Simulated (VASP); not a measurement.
Al4N5, 9 atoms in the cell. The cell holds a slab with vacuum, 9 atoms: a = 3.130 Å, b = 3.130 Å, c = 23.562 Å, α = 90.00°, β = 90.00°, γ = 120.00°. 

| Property | Result |
| --- | --- |
| Program | VASP 6.6.1 |
| Task | single point |
| Functional | PBE |
| Potentials or basis | VASP PAW PBE potentials, release 64 (N, Al) |
| Cutoff | 520 eV |
| k mesh | 9 × 9 × 1 |
| Occupations | gaussian, width 0.05 eV |
| Spin | collinear spin |
| Starting moments | [0.0, 0.0, 0.0, 0.0, 3.0, 0.0, 0.0, 0.0, 0.0] μB |
| Dipole correction | yes |
| Further INCAR settings | ALGO = Normal; EDIFF = 1e-06; NBANDS = 32 |

Potentials or basis: VASP PAW PBE potentials, release 64 (N, Al).

Run with:

```console
$ cat potpaw_PBE.64/N/POTCAR potpaw_PBE.64/Al/POTCAR > POTCAR
$ mpirun -np 1 vasp_std > vasp.out
```

Hardware: 1 thread of Intel(R) Xeon(R) Platinum 8259CL CPU @ 2.50GHz (Skylake/Cascade Lake) (shared host).

**Question.** Estimate the wall time of this run.

**Answer.** Run time: 8.2 min on 1 thread of Intel(R) Xeon(R) Platinum 8259CL CPU @ 2.50GHz (Skylake/Cascade Lake) (shared host), peak memory 0.44 GiB. Counts: scf iterations 44, k points 12.
